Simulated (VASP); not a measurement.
The system is P.

```
CELL_PARAMETERS angstrom
3.48044 0.00000 0.00000
-1.74022 3.01415 0.00000
0.00000 0.00000 11.22511
ATOMIC_POSITIONS crystal
P 0.00000 0.00000 0.00000
P 0.00000 0.00000 0.50000
P 0.33333 0.66667 0.75000
P 0.66667 0.33333 0.25000
```

This isn't the form of P at room conditions, which is orthorhombic.

```yaml
Program: VASP 6.6.1
Task: relaxation of cell and atoms
Functional: PBE
Potentials_or_basis: VASP PAW PBE potentials, release 64 (P)
Cutoff: 600 eV
k_mesh: 6 × 6 × 2
Occupations: gaussian, width 0.1 eV
Spin: no spin polarisation
```

At the start: pressure -16.2 GPa; volume 29.44 Å³/atom.

Question: How do energy, volume and symmetry change on relaxing?

Answer: Over 10 steps the energy falls by 1378.8 meV/atom and the volume is 14.62 Å³/atom (-50.3 %); space group P6_3/mmc (No. 194, to 0.1 Å) before and after.

The path:
```tsv
step	energy change (eV)	largest force (eV/Å)	pressure (GPa)	volume (Å³)
1	0.0000	0.0000	-16.17	117.76
2	-4.6155	0.0000	-13.93	74.03
3	-5.3992	0.0000	-4.22	61.44
4	-5.4441	0.0000	1.55	57.39
5	-5.4471	0.0000	-0.02	58.33
6	-5.5018	0.0000	1.60	57.57
7	-5.5128	0.0000	1.19	57.79
8	-5.5129	0.0000	1.14	57.80
9	-5.5151	0.0000	-0.35	58.69
10	-5.5153	0.0000	-0.01	58.48
```

Final structure:
```xyz
4
Lattice="2.7003 0.0000 0.0000 -1.3501 2.3385 0.0000 0.0000 0.0000 9.2607" Properties=species:S:1:pos:R:3 pbc="T T T"
P     0.0000    0.0000    0.0000
P     0.0000    0.0000    4.6303
P     0.0000    1.5590    6.9455
P     1.3501    0.7795    2.3152
```

Caveat: the volume moved by over 15 % at a fixed basis, so the end points are rough.
